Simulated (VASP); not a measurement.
Set up this calculation in VASP 6.6.1, as the native input.

```
Task                   : single point
Functional             : PBE
Potentials or basis    : VASP PAW PBE potentials, release 64 (Ti_sv)
Cutoff                 : 520 eV
k mesh                 : 6 × 6 × 6
Occupations            : gaussian, width 0.1 eV
Spin                   : no spin polarisation
Dipole correction      : no
Further INCAR settings : ALGO = Normal; EDIFF = 1e-07; NBANDS = 25
```

The structure of Ti lies in POSCAR:

```
Ti
1.0
    4.5673748306      0.0000000000      0.0000000000
   -2.2836874153      3.9554626319      0.0000000000
    0.0000000000      0.0000000000      2.8262442700
Ti
3
Direct
    0.0000000000      0.0000000000      0.0000000000
    0.3333333333      0.6666666667      0.5000000000
    0.6666666667      0.3333333333      0.5000000000
```

This isn't the form of Ti at room conditions, which is hcp.

These files were run (other wordings do the same):

INCAR

```
ALGO = Normal
EDIFF = 1E-7
ENCUT = 520
GGA = PE
ISIF = 2
ISMEAR = 0
LASPH = True
LCHARG = False
LREAL = False
LWAVE = False
NBANDS = 25
NELM = 100
PREC = Accurate
SIGMA = 0.1
```

KPOINTS

```
k-points
0
Gamma
  6 6 6
```

Potentials or basis: VASP PAW PBE potentials, release 64 (Ti_sv).

Launch:

```sh
$ cat potpaw_PBE.64/Ti_sv/POTCAR > POTCAR
$ mpirun -np 1 vasp_std > vasp.out
```

It gave:

* Pressure: 0.7 GPa
* Band gap on the k mesh: zero (bands 18 and 19 overlap by 0.23 eV)

Caveat: the k points lie up to 0.37 Å⁻¹ apart.

It took 33 s on 1 thread of Intel(R) Xeon(R) Platinum 8375C CPU @ 2.90GHz (Ice Lake), with other jobs on the host, peak memory 0.18 GiB.
